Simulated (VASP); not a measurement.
# Na4H in VASP: a series of runs, part 3 of 3

VASP 6.6.1. The steps go on from the part before.

**5. Single point, PBE**

File INCAR:

```
SYSTEM = Na4H
ALGO     = Normal         ! electronic algorithm
DIPOL    = 0.5 0.5 0.286
EDIFF    = 1E-6           ! SCF threshold, eV
ENCUT    = 520            ! plane-wave cutoff, eV
GGA      = PE             ! functional
IDIPOL   = 3            
ISIF     = 2              ! what is computed and relaxed
ISMEAR   = 0              ! smearing method
LASPH    = .TRUE.         ! aspherical terms in the spheres
LCHARG   = .FALSE.        ! write CHGCAR
LDIPOL   = .TRUE.       
LREAL    = .FALSE.        ! projectors in reciprocal space
LWAVE    = .FALSE.        ! write WAVECAR
NBANDS   = 40             ! bands
NELM     = 60             ! most SCF steps
PREC     = Accurate       ! precision mode
SIGMA    = 0.1            ! smearing width, eV
```

File KPOINTS:

```
k-points
0
G
  4 4 1
  0 0 0
```

File POSCAR:

```
Na4H
1.0
    7.2665057608      0.0000000000      0.0000000000
   -2.4221685869      6.8509273320      0.0000000000
    0.0000000000      0.0000000000     20.9665385532
Na H
8 2
Direct
    0.2500000000      0.2500000000      0.1907801800
    0.2500000000      0.7500000000      0.1907801800
    0.7500000000      0.2500000000      0.1907801800
    0.7500000000      0.7500000000      0.1907801800
    0.0000000000      0.0000000000      0.3322693699
    0.0000000000      0.5000000000      0.3322693699
    0.5000000000      0.0000000000      0.3322693699
    0.5000000000      0.5000000000      0.3322693699
   -0.1537878090      0.7500000000      0.3842569689
    0.1537878090      0.7500000000      0.3842569689
```

Potentials or basis: VASP PAW PBE potentials, release 64 (Na_pv, H).

On the command line:

```console
> cat potpaw_PBE.64/Na_pv/POTCAR potpaw_PBE.64/H/POTCAR > POTCAR
> mpirun -np 1 vasp_std > vasp.out
```

OUTCAR:

```text
SYSTEM = Na4H
   EDIFF = 1E-6
   ENCUT = 520
   GGA = PE
   ISIF = 2
   ISMEAR = 0
   LASPH = .TRUE.
   LREAL = .FALSE.
   NELM = 60
   PREC = Accurate

 ion  position               nearest neighbor table
   1  0.250  0.250  0.191-
   2  0.250  0.750  0.191-
   3  0.750  0.250  0.191-
   4  0.750  0.750  0.191-
   5  0.000  0.000  0.332-
   6  0.000  0.500  0.332-
   7  0.500  0.000  0.332-
   8  0.500  0.500  0.332-
   9  0.846  0.750  0.384-
  10  0.154  0.750  0.384-

  LATTYP: Found a base centered orthorhombic cell.
 ALAT       =     8.3906381142
 B/A-ratio  =     1.4142135624
 C/A-ratio  =     2.4988014342

  Lattice vectors:

 A1 = (   7.2665057608,   0.0000000000,   0.0000000000)
 A2 = (  -2.4221685869,   6.8509273320,   0.0000000000)
 A3 = (   0.0000000000,   0.0000000000,  20.9665385532)

Analysis of symmetry for initial positions (statically):
=====================================================================
 Subroutine PRICEL returns:
 Original cell was already a primitive cell.

 Routine SETGRP: Setting up the symmetry group for a
 base centered orthorhombic supercell.

 Subroutine GETGRP returns: Found  2 space group operations
 (whereof  1 operations were pure point group operations)
 out of a pool of  8 trial point group operations.

The static configuration has the point symmetry C_1 .
 The point group associated with its full space group is C_2 .

Analysis of symmetry for dynamics (positions and initial velocities):
=====================================================================
 Subroutine PRICEL returns:
 Original cell was already a primitive cell.

 Routine SETGRP: Setting up the symmetry group for a
 base centered orthorhombic supercell.

 Subroutine GETGRP returns: Found  2 space group operations
 (whereof  1 operations were pure point group operations)
 out of a pool of  8 trial point group operations.

The dynamic configuration has the point symmetry C_1 .
 The point group associated with its full space group is C_2 .

 Subroutine INISYM returns: Found  2 space group operations
 (whereof  1 operations are pure point group operations),
 and found     1 'primitive' translations

----------------------------------------------------------------------------------------

                                     Primitive cell

  volume of cell :    1043.7626

  direct lattice vectors                    reciprocal lattice vectors
     7.266505761  0.000000000  0.000000000     0.137617726  0.048655214  0.000000000
    -2.422168587  6.850927332  0.000000000     0.000000000  0.145965641  0.000000000
     0.000000000  0.000000000 20.966538553     0.000000000  0.000000000  0.047695045

  length of vectors
     7.266505761  7.266505761 20.966538553     0.145965641  0.145965641  0.047695045

  position of ions in fractional coordinates (direct lattice)
     0.250000000  0.250000000  0.190780180
     0.250000000  0.750000000  0.190780180
     0.750000000  0.250000000  0.190780180
[... 57 lines left out ...]
 -0.250000  0.250000  0.000000      2.000000
  0.500000  0.500000  0.000000      1.000000
   k-points           NKPTS =     10   k-points in BZ     NKDIM =     10   number of bands    NBANDS=     40
   number of dos      NEDOS =    301   number of ions     NIONS =     10
   total plane-waves  NPLWV = 466560
   dimension x,y,z NGX =    54 NGY =   54 NGZ =  160
   dimension x,y,z NGXF=   108 NGYF=  108 NGZF=  320
   ions per type =               8   2
   NGX,Y,Z   is equivalent  to a cutoff of  12.35, 12.35, 12.69 a.u.
   NGXF,Y,Z  is equivalent  to a cutoff of  24.71, 24.71, 25.37 a.u.
 SYSTEM =  Na4H
   PREC   = accura    normal or accurate (medium, high low for compatibility)
   ISTART =      0    job   : 0-new  1-cont  2-samecut
   ICHARG =      2    charge: 1-file 2-atom 10-const
   ISPIN  =      1    spin polarized calculation?
   LNONCOLLINEAR =      F non collinear calculations
   LSORBIT =      F    spin-orbit coupling
   LASPH  =      T    aspherical Exc in radial PAW
   ENCUT  =  520.0 eV  38.22 Ry    6.18 a.u.  13.51 13.51 38.98*2*pi/ulx,y,z
   NELM   =     60;   NELMIN=  2; NELMDL= -5     # of ELM steps
   EDIFF  = 0.1E-05   stopping-criterion for ELM
   LREAL  =      F    real-space projection
   EDIFFG = 0.1E-04   stopping-criterion for IOM
   NSW    =      0    number of steps for IOM
   IBRION =     -1    ionic relax: 0-MD 1-quasi-New 2-CG
   NFREE  =      0    steps in history (QN), initial steepest desc. (CG)
   ISIF   =      2    stress and relaxation
   ISYM   =      2    0-nonsym 1-usesym 2-fastsym
   POTIM  = 0.5000    time-step for ionic-motion
   TEBEG  =    0.0;   TEEND  =   0.0 temperature during run
   PSTRESS=    0.0 pullay stress
   NELECT =      58.0000    total number of electrons
   NUPDOWN=      -1.0000    fix difference up-down
   EMIN   =  10.00;   EMAX   =-10.00  energy-range for DOS
   EFERMI =   0.00;   METHOD = LEGACY
   ISMEAR =     0;   SIGMA  =   0.10  broadening in eV -4-tet -1-fermi 0-gaus
   EFERMI_NEDOS =   21; number of points for ismear=-14 and -15
   IALGO  =     38    algorithm
   IMIX   =      4    mixing-type and parameters
     AMIX     =   0.40;   BMIX     =  1.00
     AMIX_MAG =   1.60;   BMIX_MAG =  1.00
  volume/ion in A,a.u.               =     104.38       704.37
  Fermi-wavevector in a.u.,A,eV,Ry     =   0.624717  1.180545  5.309970  0.390272
  Thomas-Fermi vector in A             =   1.685372
   LORBIT       =      0    0 simple, 1 ext, 2 COOP (PROOUT), +10 PAW based schemes
   GGA     = PE    functional components
   LHFCALC =     F    Hartree Fock is set to
   AEXX    =    0.0000 exact exchange contribution
   IVDW    =     0    specifies the selected vdW correction
   LEPSILON=     F    determine dielectric tensor
   LRPA    =     F    only Hartree local field effects (RPA)
 non-spin polarized calculation
 Gauss-broadening in eV      SIGMA  =   0.10
  energy-cutoff  :      520.00
  volume of cell :     1043.76
 maximum number of plane-waves:     28122
   NGX = 27   NGY = 27   NGZ = 77

 number of electron      57.9999950 magnetization

 dipolmoment           0.000000      0.000000      0.248723 electrons x Angstroem

 Free energy of the ion-electron system (eV)
  ---------------------------------------------------
  ext. energy  EPLUGINS =         0.00000000
  ---------------------------------------------------
  free energy    TOTEN  =       -14.78117575 eV

  energy without entropy =      -14.76664412  energy(sigma->0) =      -14.77390993

 E-fermi :  -2.2389     XC(G=0):  -2.5456

 val. band max:       -2.3596807441   @ k =   0.0000   0.2500   0.0000
 cond. band min:      -2.2173850065   @ k =   0.2500   0.5000   0.0000
 fundamental gap:      0.1422957376
 Fermi energy:        -2.2389499672

 k-point     1 :       0.0000    0.0000    0.0000
  band No.  band energies     occupation
      1     -27.4535      2.00000
      2     -27.4505      2.00000
      3     -27.4429      2.00000
      4     -27.4351      2.00000
      5     -27.4308      2.00000
      6     -27.4211      2.00000
[... 419 lines left out ...]
     39       1.2707      0.00000
     40       1.3424      0.00000

------------------------ aborting loop because EDIFF is reached ----------------------------------------

 vacuum level on the upper side and lower side of the slab       (xc-potential included)         0.402        -0.510

  FORCE on cell =-STRESS in cart. coord.  units (eV):
  Direction    XX          YY          ZZ          XY          YZ          ZX
  --------------------------------------------------------------------------------------
  -------------------------------------------------------------------------------------
  Total       -1.2121281     -1.8304187     -1.0460097     -0.1155011      0.0000000      0.0000000
  in kB       -1.8606188     -2.8096959     -1.6056267     -0.1772943      0.0000000      0.0000000
  external PRESSURE =      -2.0919805 kB  Pullay stress =       0.0000000 kB

 VOLUME and BASIS-vectors are now :
 -----------------------------------------------------------------------------
  energy-cutoff  :      520.00
  volume of cell :     1043.76
      direct lattice vectors                 reciprocal lattice vectors
     7.266505761  0.000000000  0.000000000     0.137617726  0.048655214  0.000000000
    -2.422168587  6.850927332  0.000000000     0.000000000  0.145965641  0.000000000
     0.000000000  0.000000000 20.966538553     0.000000000  0.000000000  0.047695045

 POSITION                                       TOTAL-FORCE (eV/Angst)
 -----------------------------------------------------------------------------------
      1.21108      1.71273      4.00000         0.004831      0.013520      0.051295
      0.00000      5.13820      4.00000         0.016225     -0.002027     -0.046802
      4.84434      1.71273      4.00000        -0.004831     -0.013520      0.051295
      3.63325      5.13820      4.00000        -0.016225      0.002027     -0.046802
      0.00000      0.00000      6.96654         0.231835     -0.227637      0.212109
     -1.21108      3.42546      6.96654        -0.231835      0.227637      0.212109
      3.63325      0.00000      6.96654        -0.180257     -0.286030      0.233494
      2.42217      3.42546      6.96654         0.180257      0.286030      0.233494
      4.33238      5.13820      8.05654        -0.691257     -0.417418     -0.450095
     -0.69913      5.13820      8.05654         0.691257      0.417418     -0.450095
 -----------------------------------------------------------------------------------
    total drift:                               -0.000000     -0.000000     -0.004840

  FREE ENERGIE OF THE ION-ELECTRON SYSTEM (eV)
  ---------------------------------------------------
  free  energy   TOTEN  =       -14.7811757470 eV

  energy  without entropy=      -14.7666441166  energy(sigma->0) =      -14.77390993

 vacuum level on the upper side and lower side of the slab         1.511         0.553
```

It took 16 min on 1 thread of Oxide Virtual Turin-like, shared host; peak memory 1 GiB.

Results:

| Item | Value |
| --- | --- |
| Free energy | -14.7812 eV |
| Largest force | 0.924 eV/Å |
| Band gap on the k mesh | zero (bands 29 and 30 overlap by 0.82 eV) |

Forces on the atoms (eV/Å):
```
Na   0.005  0.014  0.051
Na   0.016 -0.002 -0.047
Na  -0.005 -0.014  0.051
Na  -0.016  0.002 -0.047
Na   0.232 -0.228  0.212
Na  -0.232  0.228  0.212
Na  -0.180 -0.286  0.233
Na   0.180  0.286  0.233
H   -0.691 -0.417 -0.450
H    0.691  0.417 -0.450
```

Levels at points of the mesh, in eV from the Fermi level:
```tsv
k point	band 25	band 26	band 27	band 28	band 29	band 30	band 31	band 32	band 33	band 34
(0.00, 0.00, 0.00)	-3.22	-2.12	-0.86	-0.38	0.46	0.47	0.73	0.89	1.28	1.54
(0.50, 0.00, 0.00)	-2.88	-2.05	-1.46	-0.92	0.10	0.13	0.74	0.79	1.76	1.82
(0.00, 0.50, 0.00)	-2.96	-1.90	-1.40	-0.91	-0.17	0.21	0.59	0.93	1.73	1.83
(0.50, 0.50, 0.00)	-2.81	-1.81	-1.32	-0.96	-0.43	-0.36	0.60	0.60	1.64	1.67
```

**6. Single point, PBE**

File INCAR:

```
ALGO = Normal
DIPOL = 0.5 0.5 0.304
EDIFF = 1E-6
ENCUT = 520
GGA = PE
IDIPOL = 3
ISIF = 2
ISMEAR = 0
LASPH = T
LCHARG = T
LDIPOL = T
LELF = T
LREAL = F
LVACPOTAV = T
LVHAR = T
LWAVE = F
NBANDS = 40
NELM = 100
PREC = Accurate
SIGMA = 0.1
```

File KPOINTS:

```
k-points
0
Gamma
  4 4 1
```

POSCAR, as its differences from that of step 5:

```diff
@@ -16,3 +16,3 @@
     0.5000000000      0.5000000000      0.3322693699
-   -0.1537878090      0.7500000000      0.3842569689
-    0.1537878090      0.7500000000      0.3842569689
+   -0.0516066473      0.7500000000      0.4753545049
+    0.0516066473      0.7500000000      0.4753545049
```

Potentials or basis: VASP PAW PBE potentials, release 64 (Na_pv, H).

On the command line:

```console
> cat potpaw_PBE.64/Na_pv/POTCAR potpaw_PBE.64/H/POTCAR > POTCAR
> mpirun -np 1 vasp_std > vasp.out
```

Wall time 18 min (1 thread of Oxide Virtual Turin-like, shared host); peak memory 1 GiB.

Results (log left out):

- Free energy: -15.9591 eV
- Largest force: 0.062 eV/Å
- Band gap on the k mesh: zero (bands 29 and 30 overlap by 0.76 eV)

Forces in eV/Å, atoms in the order of the input:
```
Na   0.003  0.003 -0.011
Na   0.005  0.000 -0.005
Na  -0.003 -0.003 -0.011
Na  -0.005  0.000 -0.005
Na  -0.009  0.023 -0.022
Na   0.009 -0.023 -0.022
Na   0.014  0.005 -0.004
Na  -0.014 -0.005 -0.004
H   -0.045 -0.007  0.042
H    0.045  0.007  0.042
```

Levels at points of the mesh, in eV from the Fermi level:
```
           k point  band 25  band 26  band 27  band 28  band 29  band 30  band 31  band 32  band 33  band 34
(0.00, 0.00, 0.00)    -7.82    -2.82    -1.16     0.33     0.35     0.35     0.36     0.74     1.15     1.67
(0.50, 0.00, 0.00)    -7.82    -2.02    -2.00    -0.43    -0.33     0.09     0.10     1.28     1.52     1.58
(0.00, 0.50, 0.00)    -7.82    -2.01    -2.00    -0.41    -0.33     0.09     0.11     1.36     1.51     1.52
(0.50, 0.50, 0.00)    -7.82    -1.75    -1.74    -0.69    -0.67    -0.16    -0.07     0.86     0.94     1.53
```

**7. Overview**

```csv
cell,gap on the mesh (eV),largest force (eV/Å)
"as given, atomic positions A",none,3.33
"as given, atomic positions B",none,1.31
"as given, atomic positions C",none,1.61
"as given, atomic positions D",none,0.92
"as given, atomic positions E",none,0.06
```

Alike in all rows: task single point; level PBE; potentials or basis VASP PAW PBE potentials, release 64 (Na_pv, H); no spin polarisation; k mesh 4 × 4 × 1; cutoff (eV) 520; smearing gaussian 0.1 eV.

Absolute energies hang on the potentials; compare differences alone.
